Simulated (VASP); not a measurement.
# LiCl in VASP: notebook, part 2 of 2

VASP 6.6.1. The steps go on from the part before.

## (3) G0W0 quasiparticle levels, PBE

This run uses another cell than the first one, of 16.62 Å³/atom.

Input file POSCAR:

```
LiCl
1.0
    0.0000000000      2.5560369926      2.5560369926
    2.5432568076      0.0000000000      2.5560369926
    2.5432568076      2.5560369926      0.0000000000
Li Cl
1 1
Direct
    0.0000000000      0.0000000000      0.0000000000
    0.5000000000      0.5000000000      0.5000000000
```

Input file INCAR.step1:

```
SYSTEM = LiCl
ALGO = Normal
EDIFF = 1E-8
ENCUT = 500
GGA = PE
ISMEAR = 0
LASPH = .True.
LCHARG = .False.
LREAL = .False.
LWAVE = .True.
NELM = 80
PREC = Accurate
SIGMA = 0.01
```

Input file INCAR.step2:

```
SYSTEM = LiCl
ALGO = Exact
EDIFF = 1E-8
ENCUT = 500
GGA = PE
ISMEAR = 0
ISTART = 1
LASPH = .True.
LCHARG = .False.
LOPTICS = .True.
LREAL = .False.
LWAVE = .True.
NBANDS = 142
NELM = 1
PREC = Accurate
SIGMA = 0.01
```

Input file INCAR.step3:

```
SYSTEM = LiCl
ALGO = EVGW0
EDIFF = 1E-8
ENCUT = 500
ENCUTGW = 150.0
GGA = PE
ISMEAR = 0
ISTART = 1
LASPH = .True.
LCHARG = .False.
LREAL = .False.
LWAVE = .False.
NBANDS = 142
NBANDSGW = 12
NELMGW = 1
NOMEGA = 48
PREC = Accurate
PRECFOCK = Fast
SIGMA = 0.01
```

Input file KPOINTS:

```
k-points
0
Gamma
  6 6 6
  0 0 0
```

Potentials or basis: VASP PAW PBE potentials, release 64 (Li_GW, Cl_GW).

Started as:

```console
> cat potpaw_PBE.64/Li_GW/POTCAR potpaw_PBE.64/Cl_GW/POTCAR > POTCAR
> cp INCAR.step1 INCAR
> mpirun -np 1 vasp_std > vasp.out
> cp INCAR.step2 INCAR
> mpirun -np 1 vasp_std > vasp.out
> cp INCAR.step3 INCAR
> mpirun -np 1 vasp_std > vasp.out
```

OUTCAR:

```text
SYSTEM = LiCl
   EDIFF = 1E-8
   ENCUT = 500
   ENCUTGW = 150.0
   GGA = PE
   ISMEAR = 0
   ISTART = 1
   LASPH = .True.
   LREAL = .False.
   NELMGW = 1
   PREC = Accurate
   PRECFOCK = Fast

 ion  position               nearest neighbor table
   1  0.000  0.000  0.000-   2 2.54   2 2.54   2 2.56   2 2.56   2 2.56   2 2.56
[... 203 lines left out ...]
      3      -0.8492      -2.5993     -16.9665     -14.7675     -18.9310       0.7959       2.0000       0.0788
      4      -0.8492      -2.5993     -16.9665     -14.7675     -18.9310       0.7959       2.0000       0.0788
      5       5.5547       6.3625      -7.6734      -8.6374      -4.1853       0.8379       0.0000      -0.0664
      6      10.9312      12.1326      -8.1654      -9.6169      -4.3082       0.8277       0.0000      -0.0855
      7      10.9312      12.1326      -8.1654      -9.6169      -4.3082       0.8277       0.0000      -0.0855
      8      10.9745      12.1740      -8.1546      -9.6044      -4.2924       0.8274       0.0000      -0.0860
      9      13.4771      14.9759      -9.2471     -11.1136      -4.9066       0.8030       0.0000      -0.1228
     10      13.5495      15.0564      -9.2770     -11.1549      -4.9213       0.8024       0.0000      -0.1242
     11      13.7343      14.8754      -5.8501      -7.2872      -1.4321       0.7941       0.0000      -0.1590
     12      13.7343      14.8754      -5.8501      -7.2872      -1.4321       0.7941       0.0000      -0.1590
[... 356 lines left out ...]
      1     -13.5422     -14.8044     -17.1507     -15.4494     -24.5612       0.7419       2.0000       1.3945
      2      -3.2759      -5.3300     -15.1717     -12.5485     -17.5724       0.7830       2.0000       0.0976
      3      -2.6261      -4.5923     -15.5088     -13.0131     -17.7560       0.7878       2.0000       0.0890
      4      -1.6656      -3.5299     -16.3300     -13.9762     -18.4199       0.7920       2.0000       0.0814
      5       8.0749       9.1347      -7.6927      -8.9654      -4.0696       0.8326       0.0000      -0.0748
      6       8.4630       9.6144      -7.7177      -9.1021      -4.1058       0.8317       0.0000      -0.0755
      7      10.0611      11.3513      -7.8750      -9.4439      -3.9960       0.8224       0.0000      -0.0884
      8      10.3209      11.4850      -8.8553     -10.2880      -4.8644       0.8125       0.0000      -0.0934
      9      14.3053      15.5033      -7.9255      -9.4373      -3.4094       0.7925       0.0000      -0.1589
     10      15.1923      16.3938      -7.6437      -9.1867      -2.9441       0.7787       0.0000      -0.1995
     11      17.1233      18.7368      -9.8400     -11.9066      -4.7057       0.7807       0.0000      -0.2722
     12      19.7169      21.1380      -9.6574     -11.4716      -4.0061       0.7833       0.0000      -0.6281

 [... further k-points ...]
```

OUTCAR.step1:

```text
SYSTEM = LiCl
   EDIFF = 1E-8
   ENCUT = 500
   GGA = PE
   ISMEAR = 0
   LASPH = .True.
   LREAL = .False.
[... 486 lines left out ...]
      0.00000      0.00000      0.00000         0.000000     -0.000000      0.000000
      2.54326      2.55604      2.55604        -0.000000      0.000000     -0.000000
 -----------------------------------------------------------------------------------
    total drift:                                0.000000      0.000000      0.000000

  FREE ENERGIE OF THE ION-ELECTRON SYSTEM (eV)
  ---------------------------------------------------
  free  energy   TOTEN  =        -7.3709427617 eV

  energy  without entropy=       -7.3709427617  energy(sigma->0) =       -7.37094276
```

OUTCAR.step2:

```text
SYSTEM = LiCl
   EDIFF = 1E-8
   ENCUT = 500
   GGA = PE
[... 1015 lines left out ...]
  --------------------------------------------------------------------------------------------------------------
     0.00000     3.26408     3.26764     3.26764    -0.00000     0.00000    -0.00000
     1.91157     3.35519     3.35941     3.35941    -0.00000     0.00000    -0.00000
     3.82315     3.69563     3.70293     3.70293    -0.00000     0.00000    -0.00000
     5.73472     4.71100     4.74065     4.74065    -0.00000     0.00000    -0.00000
     7.64630     6.85258     6.98187     6.98187    -0.00000     0.00000    -0.00000
     9.55787     6.00725     6.33063     6.33063     0.00000     0.00000     0.00000
[... 92 lines left out ...]
   187.33427     0.99073     0.99073     0.99073    -0.00000    -0.00000     0.00000
   189.24584     0.99093     0.99093     0.99093    -0.00000    -0.00000     0.00000
```

Wall time 28 min (1 thread of Intel Xeon 8259CL, shared host); peak memory 0.8 GiB.

What came out:

| Item | Value |
| --- | --- |
| Quasiparticle gap | 8.96 eV |
| Least direct quasiparticle gap | 8.96 eV |
| Band gap of the starting levels on the mesh | 6.40 eV |
| Least direct gap of the starting levels on the mesh | 6.40 eV |

Caveat: bands, screening cutoff and mesh are small and nothing is extrapolated, so the quasiparticle values aren't converged.
